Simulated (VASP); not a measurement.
The system is As.

```
As
1.0
     1.88080    1.08588    3.51406
    -1.88080    1.08588    3.51406
     0.00000   -2.17176    3.51406
As
2
Direct
  0.22600 0.22600 0.22600
  0.77400 0.77400 0.77400
```

```yaml
Program: VASP 6.6.1
Task: relaxation of cell and atoms
Functional: PBEsol
Potentials_or_basis: VASP PAW PBE potentials, release 64 (As)
Cutoff: 600 eV
k_mesh: 9 × 9 × 9
Occupations: fermi-dirac, width 0.05 eV
Spin: no spin polarisation
```

At the start: pressure 0.7 GPa; volume 21.53 Å³/atom.

Q: Where does the relaxation end?

A: Over 12 steps the energy falls by 10.9 meV/atom and the volume is 20.92 Å³/atom (-2.9 %); space group R-3m (No. 166, to 0.05 Å).

Step by step:
```
step  energy change (eV)  largest force (eV/Å)  pressure (GPa)  volume (Å³)
   1              0.0000                0.4400            0.69        43.06
   2             -0.0084                0.0064           -1.48        43.64
   3             -0.0088                0.0735           -1.09        43.53
   4             -0.0147                0.0219           -0.49        42.84
   5             -0.0173                0.0348            0.32        42.02
   6             -0.0209                0.0386            0.14        41.86
   7             -0.0216                0.0408            0.04        41.75
   8             -0.0216                0.0409            0.03        41.74
   9             -0.0218                0.0000            0.08        41.79
  10             -0.0218                0.0036            0.10        41.79
  11             -0.0218                0.0041           -0.12        41.91
  12             -0.0218                0.0009            0.01        41.83
```

Final structure:
```xyz
2
Lattice="1.8951 1.0942 3.3624 -1.8951 1.0942 3.3624 0.0000 -2.1883 3.3624" Properties=species:S:1:pos:R:3 pbc="T T T"
As    0.0000    0.0000    2.3235
As    0.0000    0.0000    7.7637
```

Caveat: the PAW data sets were made with another functional, which shifts forces and pressure a little.
